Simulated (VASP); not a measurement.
# SiC (F-43m) in VASP: further runs

SiC is run at these levels: r2SCAN; tasks: single point.

All numbers are computed with VASP 6.6.1; they aren't measurements. Logs are shortened: lines on timing, memory, paths and dates and some standing lists are left out, and cuts for length are marked.

### Step 1. The cell of the first run

Symmetry: F-43m, No. 216, cubic system. The conventional cell has a = 4.356 Å, b = 4.356 Å, c = 4.356 Å, α = 90.00°, β = 90.00°, γ = 90.00°. Si (site symmetry -43m) has 4 C at 1.89 Å within 2.5 Å. C (site symmetry -43m) has 4 Si at 1.89 Å within 2.5 Å.

### Step 2. Single point, r2SCAN

The input, POSCAR:

```
SiC
1.0
    0.0000000000      2.1781624123      2.1781624123
    2.1781624123      0.0000000000      2.1781624123
    2.1781624123      2.1781624123      0.0000000000
Si C
1 1
Direct
    0.0000000000      0.0000000000      0.0000000000
    0.2500000000      0.2500000000      0.2500000000
```

The input, INCAR.step1:

```
SYSTEM = SiC
ALGO = Normal ; EDIFF = 1E-5
ENCUT = 660 ; GGA = PE
GGA_COMPAT = .FALSE. ; ISMEAR = 0
LASPH = .TRUE. ; LCHARG = .FALSE.
LREAL = .FALSE. ; LWAVE = .TRUE.
NBANDS = 11 ; NELM = 120
PREC = Accurate ; SIGMA = 0.02
```

The input, INCAR.step2:

```
SYSTEM = SiC
ALGO = Normal ; EDIFF = 1E-6
ENCUT = 660 ; GGA_COMPAT = .FALSE.
ISIF = 2 ; ISMEAR = 0
ISTART = 1 ; LASPH = .TRUE.
LCHARG = .TRUE. ; LELF = .TRUE.
LMIXTAU = .TRUE. ; LREAL = .FALSE.
LVHAR = .TRUE. ; LWAVE = .FALSE.
METAGGA = R2SCAN ; NBANDS = 11
NELM = 120 ; PREC = Accurate
SIGMA = 0.02
```

The input, KPOINTS:

```
k-points
0
G
  10 10 10
  0 0 0
```

Potentials or basis: VASP PAW PBE potentials, release 64 (Si, C).

The run is started by

```
cat potpaw_PBE.64/Si/POTCAR potpaw_PBE.64/C/POTCAR > POTCAR
cp INCAR.step1 INCAR
mpirun -np 1 vasp_std > vasp.out
cp INCAR.step2 INCAR
mpirun -np 1 vasp_std > vasp.out
```

OUTCAR:

```text
SYSTEM = SiC
   EDIFF = 1E-6
   ENCUT = 660
   ISIF = 2
   ISMEAR = 0
   ISTART = 1
   LASPH = .TRUE.
   LREAL = .FALSE.
   METAGGA = R2SCAN
   NELM = 120
   PREC = Accurate

 ion  position               nearest neighbor table
   1  0.000  0.000  0.000-   2 1.89   2 1.89   2 1.89   2 1.89
   2  0.250  0.250  0.250-   1 1.89   1 1.89   1 1.89   1 1.89

  LATTYP: Found a face centered cubic cell.
 ALAT       =     4.3563248246

  Lattice vectors:

 A1 = (   0.0000000000,   2.1781624123,   2.1781624123)
 A2 = (   2.1781624123,   0.0000000000,   2.1781624123)
 A3 = (   2.1781624123,   2.1781624123,   0.0000000000)

Analysis of symmetry for initial positions (statically):
=====================================================================
 Subroutine PRICEL returns:
 Original cell was already a primitive cell.

 Routine SETGRP: Setting up the symmetry group for a
 face centered cubic supercell.

 Subroutine GETGRP returns: Found 24 space group operations
 (whereof 24 operations were pure point group operations)
 out of a pool of 48 trial point group operations.

The static configuration has the point symmetry T_d .

Analysis of symmetry for dynamics (positions and initial velocities):
=====================================================================
 Subroutine PRICEL returns:
 Original cell was already a primitive cell.

 Routine SETGRP: Setting up the symmetry group for a
 face centered cubic supercell.

 Subroutine GETGRP returns: Found 24 space group operations
 (whereof 24 operations were pure point group operations)
 out of a pool of 48 trial point group operations.

The dynamic configuration has the point symmetry T_d .

 Subroutine INISYM returns: Found 24 space group operations
 (whereof 24 operations are pure point group operations),
 and found     1 'primitive' translations

----------------------------------------------------------------------------------------

                                     Primitive cell

  volume of cell :      20.6681

  direct lattice vectors                    reciprocal lattice vectors
     0.000000000  2.178162412  2.178162412    -0.229551294  0.229551294  0.229551294
     2.178162412  0.000000000  2.178162412     0.229551294 -0.229551294  0.229551294
     2.178162412  2.178162412  0.000000000     0.229551294  0.229551294 -0.229551294

  length of vectors
     3.080386825  3.080386825  3.080386825     0.397594504  0.397594504  0.397594504

  position of ions in fractional coordinates (direct lattice)
     0.000000000  0.000000000  0.000000000
     0.250000000  0.250000000  0.250000000

  ion indices of the primitive-cell ions
   primitive index   ion index
                 1           1
                 2           2

----------------------------------------------------------------------------------------

 KPOINTS: k-points

Automatic generation of k-mesh.
 Grid dimensions read from file:
 generate k-points for:   10   10   10

 Generating k-lattice:

  Cartesian coordinates                     Fractional coordinates (reciprocal lattice)
    -0.022955129  0.022955129  0.022955129     0.100000000  0.000000000  0.000000000
     0.022955129 -0.022955129  0.022955129     0.000000000  0.100000000  0.000000000
     0.022955129  0.022955129 -0.022955129     0.000000000  0.000000000  0.100000000

  Length of vectors
     0.039759450  0.039759450  0.039759450

  Shift w.r.t. Gamma in fractional coordinates (k-lattice)
     0.000000000  0.000000000  0.000000000

 Subroutine IBZKPT returns following result:
 ===========================================

 Found     47 irreducible k-points:

 Following reciprocal coordinates:
            Coordinates               Weight
  0.000000  0.000000  0.000000      1.000000
  0.100000  0.000000  0.000000      8.000000
  0.200000  0.000000  0.000000      8.000000
  0.300000  0.000000  0.000000      8.000000
  0.400000  0.000000  0.000000      8.000000
  0.500000  0.000000  0.000000      4.000000
[... 16 lines left out ...]
  0.300000  0.300000  0.000000      6.000000
  0.400000  0.300000  0.000000     24.000000
 [... further k-points ...]
   k-points           NKPTS =     47   k-points in BZ     NKDIM =     47   number of bands    NBANDS=     11
   number of dos      NEDOS =    301   number of ions     NIONS =      2
   total plane-waves  NPLWV =  21952
   dimension x,y,z NGX =    28 NGY =   28 NGZ =   28
   dimension x,y,z NGXF=    56 NGYF=   56 NGZF=   56
   ions per type =               1   1
   NGX,Y,Z   is equivalent  to a cutoff of  15.11, 15.11, 15.11 a.u.
   NGXF,Y,Z  is equivalent  to a cutoff of  30.22, 30.22, 30.22 a.u.
 SYSTEM =  SiC
   PREC   = accura    normal or accurate (medium, high low for compatibility)
   ISTART =      1    job   : 0-new  1-cont  2-samecut
   ICHARG =      0    charge: 1-file 2-atom 10-const
   ISPIN  =      1    spin polarized calculation?
   LNONCOLLINEAR =      F non collinear calculations
   LSORBIT =      F    spin-orbit coupling
   LASPH  =      T    aspherical Exc in radial PAW
   ENCUT  =  660.0 eV  48.51 Ry    6.96 a.u.   6.45  6.45  6.45*2*pi/ulx,y,z
   NELM   =    120;   NELMIN=  2; NELMDL=  0     # of ELM steps
   EDIFF  = 0.1E-05   stopping-criterion for ELM
   LREAL  =      F    real-space projection
   EDIFFG = 0.1E-04   stopping-criterion for IOM
   NSW    =      0    number of steps for IOM
   IBRION =     -1    ionic relax: 0-MD 1-quasi-New 2-CG
   NFREE  =      0    steps in history (QN), initial steepest desc. (CG)
   ISIF   =      2    stress and relaxation
   ISYM   =      2    0-nonsym 1-usesym 2-fastsym
   POTIM  = 0.5000    time-step for ionic-motion
   TEBEG  =    0.0;   TEEND  =   0.0 temperature during run
   PSTRESS=    0.0 pullay stress
   NELECT =       8.0000    total number of electrons
   NUPDOWN=      -1.0000    fix difference up-down
   EMIN   =  10.00;   EMAX   =-10.00  energy-range for DOS
   EFERMI =   0.00;   METHOD = LEGACY
   ISMEAR =     0;   SIGMA  =   0.02  broadening in eV -4-tet -1-fermi 0-gaus
   EFERMI_NEDOS =   21; number of points for ismear=-14 and -15
   IALGO  =     38    algorithm
   IMIX   =      4    mixing-type and parameters
     AMIX     =   0.40;   BMIX     =  1.00
     AMIX_MAG =   1.60;   BMIX_MAG =  1.00
  volume/ion in A,a.u.               =      10.33        69.74
  Fermi-wavevector in a.u.,A,eV,Ry     =   1.193085  2.254603 19.367224  1.423451
  Thomas-Fermi vector in A             =   2.329107
   LORBIT       =      0    0 simple, 1 ext, 2 COOP (PROOUT), +10 PAW based schemes
   METAGGA = R2SCAN    functional components
   LHFCALC =     F    Hartree Fock is set to
   AEXX    =    0.0000 exact exchange contribution
   IVDW    =     0    specifies the selected vdW correction
   LEPSILON=     F    determine dielectric tensor
   LRPA    =     F    only Hartree local field effects (RPA)
 non-spin polarized calculation
 Gauss-broadening in eV      SIGMA  =   0.02
  energy-cutoff  :      660.00
  volume of cell :       20.67
 maximum number of plane-waves:       821
 NGX is ok and might be reduce to    28
   NGX = 13   NGY = 13   NGZ = 13

 number of electron       8.0000000 magnetization

 Free energy of the ion-electron system (eV)
  ---------------------------------------------------
  ext. energy  EPLUGINS =         0.00000000
  ---------------------------------------------------
  free energy    TOTEN  =       -19.33151020 eV

  energy without entropy =      -19.33151020  energy(sigma->0) =      -19.33151020

 E-fermi :   8.1015     XC(G=0): -11.9392

 val. band max:        7.9930765377   @ k =   0.0000   0.0000   0.0000
 cond. band min:       9.7193954813   @ k =   0.5000   0.5000   0.0000
 fundamental gap:      1.7263189435
 Fermi energy:         8.1014741511

 k-point     1 :       0.0000    0.0000    0.0000
  band No.  band energies     occupation
      1      -8.1942      2.00000
      2       7.9931      2.00000
      3       7.9931      2.00000
      4       7.9931      2.00000
      5      14.8425      0.00000
      6      15.8531      0.00000
      7      15.8531      0.00000
      8      15.8531      0.00000
      9      23.2110      0.00000
     10      23.2110      0.00000
     11      25.7768      0.00000

 k-point     2 :       0.1000    0.0000    0.0000
  band No.  band energies     occupation
      1      -7.9916      2.00000
      2       6.9446      2.00000
      3       7.8533      2.00000
      4       7.8533      2.00000
      5      15.0941      0.00000
      6      16.1120      0.00000
      7      16.1120      0.00000
      8      16.1982      0.00000
      9      22.2741      0.00000
     10      22.2741      0.00000
     11      25.3963      0.00000

 k-point     3 :       0.2000    0.0000    0.0000
  band No.  band energies     occupation
      1      -7.3939      2.00000
      2       4.7347      2.00000
      3       7.5316      2.00000
      4       7.5316      2.00000
      5      14.7831      0.00000
      6      16.4920      0.00000
      7      16.4920      0.00000
      8      17.5451      0.00000
      9      21.6104      0.00000
     10      21.6104      0.00000
     11      24.4469      0.00000

 k-point     4 :       0.3000    0.0000    0.0000
  band No.  band energies     occupation
      1      -6.4421      2.00000
      2       2.3290      2.00000
      3       7.1987      2.00000
      4       7.1987      2.00000
      5      14.3675      0.00000
      6      16.3356      0.00000
      7      16.3356      0.00000
      8      18.6205      0.00000
      9      22.5151      0.00000
     10      22.5151      0.00000
     11      24.1948      0.00000

 k-point     5 :       0.4000    0.0000    0.0000
  band No.  band energies     occupation
      1      -5.2807      2.00000
      2       0.2138      2.00000
      3       6.9676      2.00000
      4       6.9676      2.00000
      5      14.0913      0.00000
      6      15.9300      0.00000
      7      15.9300      0.00000
      8      18.9442      0.00000
      9      24.5992      0.00000
     10      24.5992      0.00000
     11      24.8796      0.00000
[... 211 lines left out ...]
 k-point    21 :      -0.3000    0.2000    0.0000
  band No.  band energies     occupation
      1      -5.0430      2.00000
      2       1.3208      2.00000
      3       4.0482      2.00000
      4       6.7658      2.00000
      5      14.1345      0.00000
      6      16.9407      0.00000
      7      17.3809      0.00000
      8      19.1289      0.00000
      9      21.4828      0.00000
     10      24.5441      0.00000
     11      28.2256      0.00000

 k-point    22 :      -0.2000    0.2000    0.0000
  band No.  band energies     occupation
      1      -6.1221      2.00000
      2       2.9766      2.00000
      3       4.6684      2.00000
      4       7.3125      2.00000
      5      15.1522      0.00000
      6      16.6759      0.00000
      7      16.9912      0.00000
      8      17.9066      0.00000
      9      20.1918      0.00000
     10      24.4970      0.00000
     11      28.2585      0.00000

 k-point    23 :       0.3000    0.3000    0.0000
  band No.  band energies     occupation
      1      -5.8456      2.00000
      2       3.4252      2.00000
      3       5.5217      2.00000
      4       5.5217      2.00000
      5      11.6143      0.00000
      6      14.1457      0.00000
      7      20.3932      0.00000
      8      20.3932      0.00000
      9      21.3694      0.00000
     10      25.9671      0.00000
     11      30.9214      0.00000

 k-point    24 :       0.4000    0.3000    0.0000
  band No.  band energies     occupation
      1      -4.9572      2.00000
      2       2.1570      2.00000
      3       4.7201      2.00000
      4       5.2460      2.00000
      5      11.2932      0.00000
      6      14.1611      0.00000
      7      20.5056      0.00000
      8      20.8089      0.00000
      9      22.8502      0.00000
     10      27.0918      0.00000
     11      30.5075      0.00000

 [... further k-points ...]

------------------------ aborting loop because EDIFF is reached ----------------------------------------

  FORCE on cell =-STRESS in cart. coord.  units (eV):
  Direction    XX          YY          ZZ          XY          YZ          ZX
  --------------------------------------------------------------------------------------
  -------------------------------------------------------------------------------------
  Total       -0.0503138     -0.0503138     -0.0503138      0.0000000     -0.0000000      0.0000000
  in kB       -3.9002872     -3.9002872     -3.9002872      0.0000000     -0.0000000      0.0000000
  external PRESSURE =      -3.9002872 kB  Pullay stress =       0.0000000 kB

 VOLUME and BASIS-vectors are now :
 -----------------------------------------------------------------------------
  energy-cutoff  :      660.00
  volume of cell :       20.67
      direct lattice vectors                 reciprocal lattice vectors
     0.000000000  2.178162412  2.178162412    -0.229551294  0.229551294  0.229551294
     2.178162412  0.000000000  2.178162412     0.229551294 -0.229551294  0.229551294
     2.178162412  2.178162412  0.000000000     0.229551294  0.229551294 -0.229551294

 POSITION                                       TOTAL-FORCE (eV/Angst)
 -----------------------------------------------------------------------------------
      0.00000      0.00000      0.00000        -0.000000     -0.000000     -0.000000
      1.08908      1.08908      1.08908         0.000000      0.000000      0.000000
 -----------------------------------------------------------------------------------
    total drift:                               -0.000000     -0.000000     -0.000000

  FREE ENERGIE OF THE ION-ELECTRON SYSTEM (eV)
  ---------------------------------------------------
  free  energy   TOTEN  =       -19.3315102028 eV

  energy  without entropy=      -19.3315102028  energy(sigma->0) =      -19.33151020
```

Run time: 66 s. Hardware: 1 thread of Intel Xeon Platinum 8488C (Sapphire Rapids), shared host; peak memory 0.16 GiB.

Results:

```yaml
Free_energy: -19.3315 eV
Pressure: -0.4 GPa
Band_gap_on_the_k_mesh: 1.73 eV (least direct gap 5.06 eV)
```

Caveat: the PAW data sets were made with another functional, which shifts forces and pressure a little.

### Step 3. Single point, r2SCAN

POSCAR is that of step 2.

The input, INCAR.step1:

```
ALGO     = Normal         # electronic algorithm
EDIFF    = 1E-5           # SCF threshold, eV
ENCUT    = 660            # plane-wave cutoff, eV
GGA      = PE             # functional
GGA_COMPAT= False        
ISMEAR   = 0              # smearing method
LASPH    = True           # aspherical terms in the spheres
LCHARG   = False          # write CHGCAR
LREAL    = False          # projectors in reciprocal space
LWAVE    = True           # write WAVECAR
NBANDS   = 11             # bands
NELM     = 120            # most SCF steps
PREC     = Accurate       # precision mode
SIGMA    = 0.01           # smearing width, eV
```

The input, INCAR.step2:

```
ALGO     = Normal         # electronic algorithm
EDIFF    = 1E-6           # SCF threshold, eV
ENCUT    = 660            # plane-wave cutoff, eV
GGA_COMPAT= False        
ISIF     = 2              # what is computed and relaxed
ISMEAR   = 0              # smearing method
ISTART   = 1            
LASPH    = True           # aspherical terms in the spheres
LCHARG   = False          # write CHGCAR
LMIXTAU  = True         
LREAL    = False          # projectors in reciprocal space
LWAVE    = False          # write WAVECAR
METAGGA  = R2SCAN         # meta-GGA
NBANDS   = 11             # bands
NELM     = 120            # most SCF steps
PREC     = Accurate       # precision mode
SIGMA    = 0.01           # smearing width, eV
```

The input, KPOINTS:

```
k-points
0
Gamma
  10 10 10
```

Potentials or basis: VASP PAW PBE potentials, release 64 (Si, C).

The run is started by

```
cat potpaw_PBE.64/Si/POTCAR potpaw_PBE.64/C/POTCAR > POTCAR
cp INCAR.step1 INCAR
mpirun -np 1 vasp_std > vasp.out
cp INCAR.step2 INCAR
mpirun -np 1 vasp_std > vasp.out
```

It took 44 s on 1 thread of Intel Xeon Platinum 8488C (Sapphire Rapids), shared host; peak memory 0.16 GiB.

The run converged. Its results:

```yaml
Free_energy: -19.3315 eV
Pressure: -0.4 GPa
Band_gap_on_the_k_mesh: 1.73 eV (least direct gap 5.06 eV)
```

Levels at points of the mesh, in eV from the valence-band top:
```tsv
k point	band 1	band 2	band 3	band 4	band 5	band 6	band 7	band 8	band 9
(0.00, 0.00, 0.00)	-16.19	0.00	0.00	0.00	6.85	7.86	7.86	7.86	15.22
(0.50, 0.00, 0.00)	-12.56	-8.82	-1.11	-1.11	6.00	7.76	7.76	10.96	17.43
(0.50, 0.50, 0.00)	-11.09	-8.05	-3.34	-3.34	1.73	4.83	15.14	15.14	16.01
```

Caveat: the PAW data sets were made with another functional, which shifts forces and pressure a little. A k mesh can miss the band edges.
